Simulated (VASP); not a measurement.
# Ta4Mo (Im-3m) in VASP: a series of runs

Ta4Mo is run at these levels: PBE; tasks: single point, relaxation of cell and atoms.

Program: VASP 6.6.1. These are calculated values, not measurements. Logs are shortened: lines on timing, memory, paths and dates and some standing lists are left out, and cuts for length are marked.

**1. The cell of the first run**

It takes space group Im-3m (No. 229, cubic). The conventional cell has a = 5.499 Å, b = 5.499 Å, c = 5.499 Å, α = 90.00°, β = 90.00°, γ = 90.00°. Ta (site symmetry -3m) has 2 Mo at 2.38 Å and 6 Ta at 2.75 Å within 3.1 Å. Mo (site symmetry m-3m) has 8 Ta at 2.38 Å within 3.1 Å.

**2. Single point, PBE**

INCAR

```
SYSTEM = Ta4Mo
PREC = Accurate ; ENCUT = 520
EDIFF = 1E-6 ; ISMEAR = 0
SIGMA = 0.1 ; LREAL = .False.
LASPH = .True. ; NELM = 100
ALGO = Fast ; ISIF = 2
LWAVE = .False. ; LCHARG = .True.
GGA = PE ; LELF = .True.
LVHAR = .True. ; NBANDS = 37
```

KPOINTS

```
Automatic mesh
0
Gamma
  4 4 4
  0 0 0
```

POSCAR

```
Ta4Mo
1.0
   -2.7495203700      2.7495203700      2.7495203700
    2.7495203700     -2.7495203700      2.7495203700
    2.7495203700      2.7495203700     -2.7495203700
Ta Mo
4 1
Direct
    0.0000000000      0.0000000000      0.5000000000
    0.0000000000      0.5000000000      0.0000000000
    0.5000000000      0.0000000000      0.0000000000
    0.5000000000      0.5000000000      0.5000000000
    0.0000000000      0.0000000000      0.0000000000
```

Potentials or basis: VASP PAW PBE potentials, release 64 (Ta_pv, Mo_sv).

Launch:

```console
$ cat potpaw_PBE.64/Ta_pv/POTCAR potpaw_PBE.64/Mo_sv/POTCAR > POTCAR
$ mpirun -np 1 vasp_std > vasp.out
```

OUTCAR:

```text
SYSTEM = Ta4Mo
   PREC = Accurate
   ENCUT = 520
   EDIFF = 1E-6
   ISMEAR = 0
   LREAL = .False.
   LASPH = .True.
   NELM = 100
   ISIF = 2
   GGA = PE

 ion  position               nearest neighbor table
   1  0.000  0.000  0.500-   5 2.38   5 2.38   4 2.75   2 2.75   3 2.75   2 2.75   3 2.75   4 2.75

   2  0.000  0.500  0.000-   5 2.38   5 2.38   4 2.75   1 2.75   3 2.75   1 2.75   4 2.75   3 2.75

   3  0.500  0.000  0.000-   5 2.38   5 2.38   4 2.75   1 2.75   4 2.75   2 2.75   1 2.75   2 2.75

   4  0.500  0.500  0.500-   5 2.38   5 2.38   3 2.75   1 2.75   3 2.75   2 2.75   1 2.75   2 2.75

   5  0.000  0.000  0.000-   1 2.38   2 2.38   3 2.38   4 2.38   1 2.38   2 2.38   3 2.38   4 2.38

  LATTYP: Found a body centered cubic cell.
 ALAT       =     5.4990407400

  Lattice vectors:

 A1 = (  -2.7495203700,   2.7495203700,   2.7495203700)
 A2 = (   2.7495203700,  -2.7495203700,   2.7495203700)
 A3 = (   2.7495203700,   2.7495203700,  -2.7495203700)

Analysis of symmetry for initial positions (statically):
=====================================================================
 Subroutine PRICEL returns:
 Original cell was already a primitive cell.

 Routine SETGRP: Setting up the symmetry group for a
 body centered cubic supercell.

 Subroutine GETGRP returns: Found 48 space group operations
 (whereof 48 operations were pure point group operations)
 out of a pool of 48 trial point group operations.

The static configuration has the point symmetry O_h .

Analysis of symmetry for dynamics (positions and initial velocities):
=====================================================================
 Subroutine PRICEL returns:
 Original cell was already a primitive cell.

 Routine SETGRP: Setting up the symmetry group for a
 body centered cubic supercell.

 Subroutine GETGRP returns: Found 48 space group operations
 (whereof 48 operations were pure point group operations)
 out of a pool of 48 trial point group operations.

The dynamic configuration has the point symmetry O_h .

 Subroutine INISYM returns: Found 48 space group operations
 (whereof 48 operations are pure point group operations),
 and found     1 'primitive' translations

----------------------------------------------------------------------------------------

                                     Primitive cell

[... 78 lines left out ...]
   NELM   =    100;   NELMIN=  2; NELMDL= -5     # of ELM steps
   EDIFF  = 0.1E-05   stopping-criterion for ELM
   LREAL  =      F    real-space projection
   EDIFFG = 0.1E-04   stopping-criterion for IOM
   NSW    =      0    number of steps for IOM
   IBRION =     -1    ionic relax: 0-MD 1-quasi-New 2-CG
   NFREE  =      0    steps in history (QN), initial steepest desc. (CG)
   ISIF   =      2    stress and relaxation
   ISYM   =      2    0-nonsym 1-usesym 2-fastsym
   POTIM  = 0.5000    time-step for ionic-motion
   TEBEG  =    0.0;   TEEND  =   0.0 temperature during run
   PSTRESS=    0.0 pullay stress
   NELECT =      58.0000    total number of electrons
   NUPDOWN=      -1.0000    fix difference up-down
   EMIN   =  10.00;   EMAX   =-10.00  energy-range for DOS
   EFERMI =   0.00;   METHOD = LEGACY
   ISMEAR =     0;   SIGMA  =   0.10  broadening in eV -4-tet -1-fermi 0-gaus
   EFERMI_NEDOS =   21; number of points for ismear=-14 and -15
   IALGO  =     68    algorithm
   IMIX   =      4    mixing-type and parameters
     AMIX     =   0.40;   BMIX     =  1.00
     AMIX_MAG =   1.60;   BMIX_MAG =  1.00
  volume/ion in A,a.u.               =      16.63       112.22
  Fermi-wavevector in a.u.,A,eV,Ry     =   1.451913  2.743717 28.681775  2.108051
  Thomas-Fermi vector in A             =   2.569355
   LORBIT       =      0    0 simple, 1 ext, 2 COOP (PROOUT), +10 PAW based schemes
   GGA     = PE    functional components
   LHFCALC =     F    Hartree Fock is set to
   AEXX    =    0.0000 exact exchange contribution
   IVDW    =     0    specifies the selected vdW correction
   LEPSILON=     F    determine dielectric tensor
   LRPA    =     F    only Hartree local field effects (RPA)
 non-spin polarized calculation
 RMM-DIIS sequential band-by-band and
 Gauss-broadening in eV      SIGMA  =   0.10
  energy-cutoff  :      520.00
  volume of cell :       83.14
 maximum number of plane-waves:      2250
   NGX = 17   NGY = 17   NGZ = 17

 number of electron      57.9999985 magnetization

 Free energy of the ion-electron system (eV)
  ---------------------------------------------------
  ext. energy  EPLUGINS =         0.00000000
  ---------------------------------------------------
  free energy    TOTEN  =       -47.97605099 eV

  energy without entropy =      -47.96188978  energy(sigma->0) =      -47.96897038

 E-fermi :   7.4899     XC(G=0): -12.8007

 val. band max:        7.3792269566   @ k =   0.5000   0.5000   0.2500
 cond. band min:       7.5033595967   @ k =   0.2500   0.2500   0.2500
 fundamental gap:      0.1241326402
 Fermi energy:         7.4898928816

 k-point     1 :       0.0000    0.0000    0.0000
  band No.  band energies     occupation
      1     -52.7589      2.00000
      2     -29.0297      2.00000
      3     -29.0297      2.00000
      4     -29.0297      2.00000
      5     -27.0307      2.00000
      6     -27.0307      2.00000
[... 309 lines left out ...]
     36       9.3064      0.00000
     37       9.3644      0.00000

------------------------ aborting loop because EDIFF is reached ----------------------------------------

  FORCE on cell =-STRESS in cart. coord.  units (eV):
  Direction    XX          YY          ZZ          XY          YZ          ZX
  --------------------------------------------------------------------------------------
  -------------------------------------------------------------------------------------
  Total       32.7145145     32.7145145     32.7145145      0.0000000     -0.0000000     -0.0000000
  in kB      630.4058662    630.4058662    630.4058662      0.0000000     -0.0000000     -0.0000000
  external PRESSURE =     630.4058662 kB  Pullay stress =       0.0000000 kB

 VOLUME and BASIS-vectors are now :
 -----------------------------------------------------------------------------
  energy-cutoff  :      520.00
  volume of cell :       83.14
      direct lattice vectors                 reciprocal lattice vectors
    -2.749520370  2.749520370  2.749520370     0.000000000  0.181849898  0.181849898
     2.749520370 -2.749520370  2.749520370     0.181849898  0.000000000  0.181849898
     2.749520370  2.749520370 -2.749520370     0.181849898  0.181849898  0.000000000

 POSITION                                       TOTAL-FORCE (eV/Angst)
 -----------------------------------------------------------------------------------
      1.37476      1.37476     -1.37476         0.000000     -0.000000      0.000000
      1.37476     -1.37476      1.37476         0.000000     -0.000000      0.000000
     -1.37476      1.37476      1.37476        -0.000000      0.000000     -0.000000
      1.37476      1.37476      1.37476        -0.000000     -0.000000     -0.000000
      0.00000      0.00000      0.00000         0.000000     -0.000000      0.000000
 -----------------------------------------------------------------------------------
    total drift:                               -0.000000     -0.000000      0.000000

  FREE ENERGIE OF THE ION-ELECTRON SYSTEM (eV)
  ---------------------------------------------------
  free  energy   TOTEN  =       -47.9760509928 eV

  energy  without entropy=      -47.9618897757  energy(sigma->0) =      -47.96897038
```

It took 22 s on 1 thread of Intel Xeon 6975P-C (Granite Rapids), shared host; peak memory 0.21 GiB.

What came out:

```
Free energy            : -47.9761 eV
Pressure               : 63.0 GPa
Band gap on the k mesh : zero (band 29 reaches 10.18 eV, above the bottom of band 30 at 7.08 eV)
```

Caveat: the k points lie up to 0.40 Å⁻¹ apart; spin-orbit coupling is left out, which moves the levels of the heavy elements.

**3. Single point, PBE**

This run uses another cell than the first one, of 21.80 Å³/atom, 1.311 times its volume.

INCAR

```
SYSTEM = Ta4Mo
PREC = Accurate ; ENCUT = 520
EDIFF = 1E-7 ; ISMEAR = 0
SIGMA = 0.1 ; LREAL = .False.
LASPH = .True. ; NELM = 60
ALGO = Normal ; ISIF = 2
LWAVE = .False. ; LCHARG = .False.
GGA = PE ; NBANDS = 37
```

KPOINTS is that of step 2.

Changes to POSCAR since step 2:

```diff
@@ -2,5 +2,5 @@
 1.0
-   -2.7495203700      2.7495203700      2.7495203700
-    2.7495203700     -2.7495203700      2.7495203700
-    2.7495203700      2.7495203700     -2.7495203700
+   -3.0090284552      3.0090284552      3.0090284552
+    3.0090284552     -3.0090284552      3.0090284552
+    3.0090284552      3.0090284552     -3.0090284552
 Ta Mo
```

Potentials or basis: VASP PAW PBE potentials, release 64 (Ta_pv, Mo_sv).

Launch:

```console
$ cat potpaw_PBE.64/Ta_pv/POTCAR potpaw_PBE.64/Mo_sv/POTCAR > POTCAR
$ mpirun -np 1 vasp_std > vasp.out
```

OUTCAR:

```text
SYSTEM = Ta4Mo
   PREC = Accurate
   ENCUT = 520
   EDIFF = 1E-7
   ISMEAR = 0
   LREAL = .False.
   LASPH = .True.
   NELM = 60
   ISIF = 2
   GGA = PE

 ion  position               nearest neighbor table
   1  0.000  0.000  0.500-   5 2.61   5 2.61   4 3.01   2 3.01   3 3.01   2 3.01   3 3.01   4 3.01

   2  0.000  0.500  0.000-   5 2.61   5 2.61   4 3.01   1 3.01   3 3.01   1 3.01   4 3.01   3 3.01

   3  0.500  0.000  0.000-   5 2.61   5 2.61   4 3.01   1 3.01   4 3.01   2 3.01   1 3.01   2 3.01
[... 509 lines left out ...]
  --------------------------------------------------------------------------------------
  -------------------------------------------------------------------------------------
  Total        0.1604863      0.1604863      0.1604863      0.0000000      0.0000000     -0.0000000
  in kB        2.3594440      2.3594440      2.3594440      0.0000000      0.0000000     -0.0000000
  external PRESSURE =       2.3594440 kB  Pullay stress =       0.0000000 kB

 VOLUME and BASIS-vectors are now :
 -----------------------------------------------------------------------------
  energy-cutoff  :      520.00
  volume of cell :      108.98
      direct lattice vectors                 reciprocal lattice vectors
    -3.009028455  3.009028455  3.009028455     0.000000000  0.166166591  0.166166591
     3.009028455 -3.009028455  3.009028455     0.166166591  0.000000000  0.166166591
     3.009028455  3.009028455 -3.009028455     0.166166591  0.166166591  0.000000000

 POSITION                                       TOTAL-FORCE (eV/Angst)
 -----------------------------------------------------------------------------------
      1.50451      1.50451     -1.50451        -0.000000     -0.000000      0.000000
      1.50451     -1.50451      1.50451         0.000000     -0.000000     -0.000000
     -1.50451      1.50451      1.50451        -0.000000     -0.000000      0.000000
      1.50451      1.50451      1.50451         0.000000      0.000000     -0.000000
      0.00000      0.00000      0.00000         0.000000      0.000000      0.000000
 -----------------------------------------------------------------------------------
    total drift:                                0.000000     -0.000000      0.000000

  FREE ENERGIE OF THE ION-ELECTRON SYSTEM (eV)
  ---------------------------------------------------
  free  energy   TOTEN  =       -52.1448214912 eV

  energy  without entropy=      -52.1121260589  energy(sigma->0) =      -52.12847378
```

OSZICAR:

```text
N       E                     dE             d eps       ncg     rms          rms(c)
DAV:   1     0.609107389553E+03    0.60911E+03   -0.32093E+04   592   0.159E+03
DAV:   2    -0.281080400942E+02   -0.63722E+03   -0.62361E+03   648   0.483E+02
DAV:   3    -0.548434769628E+02   -0.26735E+02   -0.25855E+02   771   0.860E+01
DAV:   4    -0.555297771986E+02   -0.68630E+00   -0.67553E+00   723   0.121E+01
DAV:   5    -0.555456013075E+02   -0.15824E-01   -0.15764E-01   734   0.166E+00    0.257E+01
DAV:   6    -0.537116708504E+02    0.18339E+01   -0.22072E+01   713   0.237E+01    0.195E+01
DAV:   7    -0.524779934283E+02    0.12337E+01   -0.10434E+01   658   0.130E+01    0.820E+00
DAV:   8    -0.521456757285E+02    0.33232E+00   -0.16065E+00   770   0.737E+00    0.130E+00
DAV:   9    -0.521461215882E+02   -0.44586E-03   -0.59237E-02   736   0.158E+00    0.896E-01
DAV:  10    -0.521448588854E+02    0.12627E-02   -0.75107E-03   731   0.657E-01    0.109E-01
DAV:  11    -0.521448379928E+02    0.20893E-04   -0.47047E-04   739   0.135E-01    0.570E-02
DAV:  12    -0.521448249922E+02    0.13001E-04   -0.47395E-05   784   0.486E-02    0.163E-02
DAV:  13    -0.521448220098E+02    0.29823E-05   -0.30046E-05   712   0.346E-02    0.382E-03
DAV:  14    -0.521448217545E+02    0.25531E-06   -0.19926E-06   723   0.760E-03    0.151E-03
DAV:  15    -0.521448215599E+02    0.19462E-06   -0.11267E-07   520   0.242E-03    0.420E-04
DAV:  16    -0.521448214912E+02    0.68709E-07   -0.12210E-08   433   0.666E-04
   1 F= -.52144821E+02 E0= -.52128474E+02  d E =-.326954E-01
```

stdout:

```text
POSCAR found type information on POSCAR TaMo
 POSCAR found :  2 types and       5 ions
 scaLAPACK will be used
 LDA part: xc-table for (Slater+PW92), standard interpolation
 POSCAR, INCAR and KPOINTS ok, starting setup
 FFT: planning ... GRIDC
 FFT: planning ... GRID_SOFT
 FFT: planning ... GRID
 WAVECAR not read
 entering main loop
```

Wall time 28 s (1 thread of Intel Xeon 6975P-C (Granite Rapids), shared host); peak memory 0.25 GiB.

Results:

| Quantity | Value |
| --- | --- |
| Free energy | -52.1448 eV |
| Pressure | 0.2 GPa |
| Band gap on the k mesh | zero (band 29 reaches 7.15 eV, above the bottom of band 30 at 4.63 eV) |

Caveat: the k points lie up to 0.37 Å⁻¹ apart; spin-orbit coupling is left out, which moves the levels of the heavy elements.

**4. Relaxation of cell and atoms, PBE**

INCAR

```
SYSTEM = Ta4Mo
ALGO = Normal
EDIFF = 1E-6
EDIFFG = -0.04
ENCUT = 600
GGA = PE
IBRION = 2
ISIF = 3
ISMEAR = 0
LASPH = .True.
LCHARG = .False.
LREAL = .False.
LWAVE = .False.
NELM = 100
NSW = 90
PREC = Accurate
SIGMA = 0.1
```

KPOINTS

```
k-points
0
Gamma
  4 4 4
  0 0 0
```

Changes to POSCAR since step 3:

```diff
@@ -2,5 +2,5 @@
 1.0
-   -3.0090284552      3.0090284552      3.0090284552
-    3.0090284552     -3.0090284552      3.0090284552
-    3.0090284552      3.0090284552     -3.0090284552
+   -2.7495203700      2.7495203700      2.7495203700
+    2.7495203700     -2.7495203700      2.7495203700
+    2.7495203700      2.7495203700     -2.7495203700
 Ta Mo
```

Launch:

```console
$ cat potpaw_PBE.64/Ta_pv/POTCAR potpaw_PBE.64/Mo_sv/POTCAR > POTCAR
$ mpirun -np 1 vasp_std > vasp.out
```

It took 1.8 min on 1 thread of Intel Xeon 6975P-C (Granite Rapids), shared host; peak memory 0.25 GiB.

The run converged. Its results:

| Quantity | Value |
| --- | --- |
| Free energy | -52.1376 eV |
| Relaxed volume | 21.83 Å³/atom |
| Relaxed cell | a = 5.214 Å, b = 5.214 Å, c = 5.214 Å, α = 109.47°, β = 109.47°, γ = 109.47° |
| Space group after relaxing (to 0.05 Å) | Im-3m (No. 229) |
| Energy gained by relaxing | 832.1 meV/atom |
| Ionic steps | 5 |
| Pressure after relaxing | 0.0 GPa |
| Band gap on the k mesh | zero (band 29 reaches 7.14 eV, above the bottom of band 30 at 4.62 eV) |

Step by step:
| step | energy change (eV) | largest force (eV/Å) | pressure (GPa) | volume (Å³) |
| --- | --- | --- | --- | --- |
| 1 | 0.0000 | 0.0000 | 63.07 | 83.14 |
| 2 | 6.1252 | 0.0000 | -25.34 | 189.41 |
| 3 | -4.0720 | 0.0000 | -5.68 | 113.96 |
| 4 | -4.1555 | 0.0000 | -1.41 | 110.25 |
| 5 | -4.1603 | 0.0000 | 0.03 | 109.13 |

Final structure:
```
Ta Mo
1.0
    -3.01042    3.01042    3.01042
     3.01042   -3.01042    3.01042
     3.01042    3.01042   -3.01042
Ta Mo
4 1
Direct
  0.00000 0.00000 0.50000
  0.00000 0.50000 0.00000
  0.50000 0.00000 0.00000
  0.50000 0.50000 0.50000
  0.00000 0.00000 0.00000
```

Levels at points of the mesh, in eV from the Fermi level:
```tsv
k point	band 25	band 26	band 27	band 28	band 29	band 30	band 31	band 32	band 33	band 34
(0.00, 0.00, 0.00)	-2.26	0.02	0.02	0.02	2.25	2.25	2.25	3.32	3.32	3.43
(0.50, 0.00, 0.00)	-1.23	-0.93	-0.66	-0.42	-0.21	-0.16	-0.07	0.71	0.97	1.67
(0.50, 0.50, 0.50)	-1.51	-1.51	-1.51	-0.74	-0.27	-0.27	-0.27	1.51	1.51	1.51
```

Caveat: the k points lie up to 0.37 Å⁻¹ apart in the final cell; the volume moved by over 15 % at a fixed basis, so the end points are rough; spin-orbit coupling is left out, which moves the levels of the heavy elements.

(Part 1 of 2 ends here.)
